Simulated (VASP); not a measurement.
TeMo5:

```
Te Mo
1.0
     0.00000    3.92536    3.92536
     3.92536    0.00000    3.92536
     3.92536    3.92536    0.00000
Te Mo
1 5
Direct
  0.00000 0.00000 0.00000
  0.37500 0.37500 0.87500
  0.37500 0.87500 0.37500
  0.87500 0.37500 0.37500
  0.37500 0.37500 0.37500
  0.75000 0.75000 0.75000
```

* Program: VASP 6.6.1
* Task: relaxation of cell and atoms
* Functional: PBE
* Potentials or basis: VASP PAW PBE potentials, release 64 (Te, Mo_sv)
* Cutoff: 600 eV
* k mesh: 4 × 4 × 4
* Occupations: gaussian, width 0.1 eV
* Spin: no spin polarisation

At the start: pressure -21.0 GPa; volume 20.16 Å³/atom.

Question: Where does the relaxation end?

Answer: Over 7 steps the energy falls by 224.6 meV/atom and the volume is 17.20 Å³/atom (-14.7 %); space group F-43m (No. 216, to 0.05 Å).

The path:
```csv
step,energy change (eV),largest force (eV/Å),pressure (GPa),volume (Å³)
1,0.0000,0.0020,-20.98,120.97
2,3.5077,0.8470,85.17,80.38
3,-1.3317,0.2625,-2.31,104.55
4,-1.3403,0.2905,-0.72,103.65
5,-1.3412,0.3030,-0.01,103.26
6,-1.3474,0.0703,0.01,103.16
7,-1.3477,0.0016,-0.01,103.18
```

Final structure:
```
Te Mo
1.0
     0.00000    3.72262    3.72262
     3.72262    0.00000    3.72262
     3.72262    3.72262    0.00000
Te Mo
1 5
Direct
  0.00000 0.00000 0.00000
  0.37418 0.37418 0.87747
  0.37418 0.87747 0.37418
  0.87747 0.37418 0.37418
  0.37418 0.37418 0.37418
  0.75000 0.75000 0.75000
```
